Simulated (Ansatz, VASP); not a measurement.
## Two plane-wave programs on B5Pt

```
B Pt
1.0
     2.92260    0.00000    0.00000
    -1.46130    2.53105    0.00000
     0.00000    0.00000    6.63598
B Pt
5 1
Direct
  0.33333 0.66667 0.80083
  0.33333 0.66667 0.19917
  0.66667 0.33333 0.19917
  0.66667 0.33333 0.80083
  0.00000 0.00000 0.00000
  0.00000 0.00000 0.50000
```

Alike in both runs: task relaxation of cell and atoms; functional PBE; k mesh 12 × 12 × 6; occupations gaussian, width 0.1 eV; no spin polarisation.

```csv
,VASP,Ansatz
version,VASP 6.6.1,Ansatz 0.2.0
potentials or method,"VASP PAW PBE potentials, release 64 (B, Pt), cutoff 600 eV","scalar-relativistic, plane waves, PAW"
valence electrons in the cell,25,33
```

|  | VASP | Ansatz | Ansatz less VASP |
| --- | --- | --- | --- |
| gap on the k mesh at the Fermi level, each at its own relaxed structure (eV) | none | none | - |
| relaxed volume (Å³/atom) | 8.19 | 8.19 | -0.001 |
| relaxed length of the cell vector where the two differ most in proportion (Å) | 2.925 | 2.925 | -0.0003 |

A gap of «none» marks a metal or a gap that the smearing closes. VASP's potentials hold 25 valence electrons a cell and Ansatz's 33, so a difference there can come from the potentials and not from the codes.

Neither program's run includes spin-orbit coupling.
